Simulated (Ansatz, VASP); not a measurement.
**Two plane-wave programs on Al2Cu**

```xyz
12
Lattice="-0.0271 -0.0557 5.5978 -3.3714 3.7577 -0.0202 -3.9034 -4.2897 0.0585" Properties=species:S:1:pos:R:3 pbc="T T T"
Al   -3.5202    1.4540    1.3357
Al   -2.2854    0.1838    4.4499
Al   -3.6955   -2.0908    1.3584
Al   -5.5454   -0.4982    4.5986
Al   -1.7578   -0.6358    1.2355
Al   -3.4040    1.7098    4.4637
Al   -5.3337   -0.3760    1.5387
Al   -4.0239   -2.3551    3.8392
Cu   -1.2848    2.0880    0.0507
Cu    0.2980   -0.1676    2.7646
Cu   -1.9425   -1.8635   -0.3251
Cu   -4.0140   -0.3869    2.8710
```

Change from the starting cell: all atoms moved at random (sigma 0.22 Å a component), cell strained at random (sigma 0.05).

Alike in both runs: task single point; functional PBEsol; k mesh 8 × 8 × 8; occupations gaussian, width 0.15 eV; no spin polarisation.

```csv
,VASP,Ansatz
version,VASP 6.6.1,Ansatz 0.2.0
potentials or method,"VASP PAW PBE potentials, release 64 (Al, Cu), cutoff 520 eV","scalar-relativistic, plane waves, PAW"
valence electrons in the cell,68,100
```

```csv
,VASP,Ansatz,Ansatz less VASP
gap on the k mesh at the Fermi level (eV),none,none,-
pressure (GPa),40.6,40.4,-0.23
"traceless stress, the component that is largest in VASP (GPa)",-16.17,-16.15,+0.014
rms of the force components (eV/Å),3.849,3.842,-0.0074
```

VASP's potentials were made for PBE, not for PBEsol. Atom by atom the forces differ by 0.015 eV/Å (rms over components). A gap of «none» marks a metal or a gap that the smearing closes. Both programs put the cell under a high pressure, so it lies far from rest at this level. The functional is the same, so the differences come from potentials, cutoffs and numerics. VASP's potentials hold 68 valence electrons a cell and Ansatz's 100, so a difference there can come from the potentials and not from the codes.
